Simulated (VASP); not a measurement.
Ir: single point with LDA

Ir:

```
Ir
1.0
     0.00000    1.90609    1.90609
     1.90609    0.00000    1.90609
     1.90609    1.90609    0.00000
Ir
1
Direct
  0.00000 0.00000 0.00000
```

* Program: VASP 6.6.1
* Task: single point
* Functional: LDA
* Potentials or basis: VASP PAW LDA potentials, release 64 (Ir)
* Cutoff: 520 eV
* k mesh: 14 × 14 × 14
* Occupations: fermi-dirac, width 0.3 eV
* Spin: no spin polarisation
* Dipole correction: no
* Further INCAR settings: ALGO = Normal; EDIFF = 1e-06; NBANDS = 10

```json
{
  "Pressure": "5.2 GPa"
}
```

Levels at points of the mesh, in eV from the Fermi level:
```tsv
k point	band 1	band 2	band 3	band 4	band 5	band 6	band 7	band 8	band 9
(0.00, 0.00, 0.00)	-11.29	-3.98	-3.98	-3.98	-1.17	-1.17	14.35	20.01	20.01
(0.50, 0.00, 0.00)	-8.29	-4.08	-4.08	-0.72	1.00	1.00	7.55	13.89	19.98
(0.50, 0.50, 0.00)	-8.11	-7.54	0.99	1.60	1.60	1.79	10.87	11.85	11.85
```

Wall time 6.7 s on 1 thread of Intel Xeon 6975P-C (shared host), peak memory 0.13 GiB.

Caveat: spin-orbit coupling is left out, which moves the levels of the heavy elements.
